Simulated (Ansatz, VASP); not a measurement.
## One calculation of LiMg2, two programs

File INCAR:

```
SYSTEM = LiMg2
PREC = Accurate ; ENCUT = 520
EDIFF = 1E-6 ; ISMEAR = -1
SIGMA = 0.05 ; LREAL = .FALSE.
LASPH = .TRUE. ; NELM = 80
ALGO = Normal ; ISIF = 2
LWAVE = .FALSE. ; LCHARG = .FALSE.
NBANDS = 10
```

File KPOINTS:

```
Automatic mesh
0
G
  11 11 11
  0 0 0
```

File POSCAR:

```
LiMg2
1.0
    4.7038379533     -1.4959234399      0.0000000000
    4.7038379533      1.4959234399      0.0000000000
   -0.9511039583      0.0000000000      2.8467673823
Li Mg
1 2
Direct
    0.5000000000      0.5000000000      0.5000000000
    0.8413175900      0.8413175900      0.8411383200
    0.1586824100      0.1586824100      0.1588616800
```

Input for Ansatz:

```yaml
crystal:
  lattice:
    - [4.7038379533, -1.4959234399, 0.0]
    - [4.7038379533, 1.4959234399, 0.0]
    - [-0.9511039583, 0.0, 2.8467673823]
  atoms:
    - { symbol: Li, position: [0.5, 0.5, 0.5] }
    - { symbol: Mg, position: [0.84131759, 0.84131759, 0.84113832] }
    - { symbol: Mg, position: [0.15868241, 0.15868241, 0.15886168] }
kpoints:
  mp_grid: { grid: [11, 11, 11] }
  band_path:
    path:
      - [0.0, 0.0, 0.0]
      - [-0.2781067995, 0.2781067995, 0.0]
      - [-0.7218932005, -0.2781067995, 0.0]
      - [-0.5, -0.5, 0.0]
      - [0.0, 0.0, 0.0]
      - [-0.5, -0.5, 0.5]
      - [-0.7498096649, -0.2501903351, 0.5]
      - [-0.2501903351, 0.2501903351, 0.5]
      - [0.0, 0.0, 0.5]
    npoints: 6
scf:
  occupations: { method: fermi_dirac, width: 0.05 }
hamiltonian:
  xc: lda
  pseudopotentials: { kind: all_electron, lapw: { basis_error: 0.001 } }
output:
  forces: true
  stress: true
  eigenvalues: true
  populations: true
```

Change from the starting cell: volume scaled by 0.65, LAPW.

Alike in both runs: task single point; functional LDA; k mesh 11 × 11 × 11; occupations fermi-dirac, width 0.05 eV; no spin polarisation.

|  | VASP | Ansatz |
| --- | --- | --- |
| version | VASP 6.6.1 | Ansatz 0.2.0 |
| potentials or method | VASP PAW LDA potentials, release 64 (Li_sv, Mg), cutoff 520 eV | all-electron LAPW, scalar-relativistic |

|  | VASP | Ansatz | Ansatz less VASP |
| --- | --- | --- | --- |
| rms of the force components (eV/Å) | 0.245 | 0.239 | -0.0056 |

LDA's correlation is that of Perdew and Zunger in VASP and of Perdew and Wang (1992) in Ansatz. Atom by atom the forces differ by 0.006 eV/Å (rms over components). Ansatz ran all-electron here, and VASP with PAW potentials.

Noted on VASP's run: the cutoff is under 1.25 times that of the potentials, so the pressure is a little rough.
